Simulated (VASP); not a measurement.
Set up this calculation in VASP 6.6.1, as the native input.

```yaml
Task: single point
Functional: PBE
Potentials_or_basis: VASP PAW PBE potentials, release 64 (In_d, Se)
Cutoff: 520 eV
k_mesh: 10 × 10 × 10
Occupations: gaussian, width 0.15 eV
Spin: no spin polarisation
Dipole_correction: no
Further_INCAR_settings: ALGO = Normal; EDIFF = 1e-06; NBANDS = 30
```

The structure of In3Se lies in POSCAR:

```
In3Se
1.0
    4.6467292756      0.0000000000      0.0000000000
    0.0000000000      4.6467292756      0.0000000000
    0.0000000000      0.0000000000      4.6467292756
In Se
3 1
Direct
    0.0000000000      0.5000000000      0.5000000000
    0.5000000000      0.0000000000      0.5000000000
    0.5000000000      0.5000000000      0.0000000000
    0.0000000000      0.0000000000      0.0000000000
```

This cell differs from its parent crystal: strain -0.030 along x and y, -0.030 along z.

One way to write it, as run:

INCAR

```
ALGO = Normal
EDIFF = 1E-6
ENCUT = 520
GGA = PE
ISIF = 2
ISMEAR = 0
LASPH = T
LCHARG = F
LREAL = F
LWAVE = F
NBANDS = 30
NELM = 60
PREC = Accurate
SIGMA = 0.15
```

KPOINTS

```
k-points
0
Gamma
  10 10 10
```

Potentials or basis: VASP PAW PBE potentials, release 64 (In_d, Se).

Command:

```sh
$ cat potpaw_PBE.64/In_d/POTCAR potpaw_PBE.64/Se/POTCAR > POTCAR
$ mpirun -np 1 vasp_std > vasp.out
```

Results of the run:

```yaml
Pressure: 3.8 GPa
```

Caveat: the cell differs from its parent crystal (strain -0.030 along x and y, -0.030 along z).

It took 57 s on 1 thread of Intel(R) Xeon(R) 6975P-C (Granite Rapids), with other jobs on the host, peak memory 0.28 GiB.
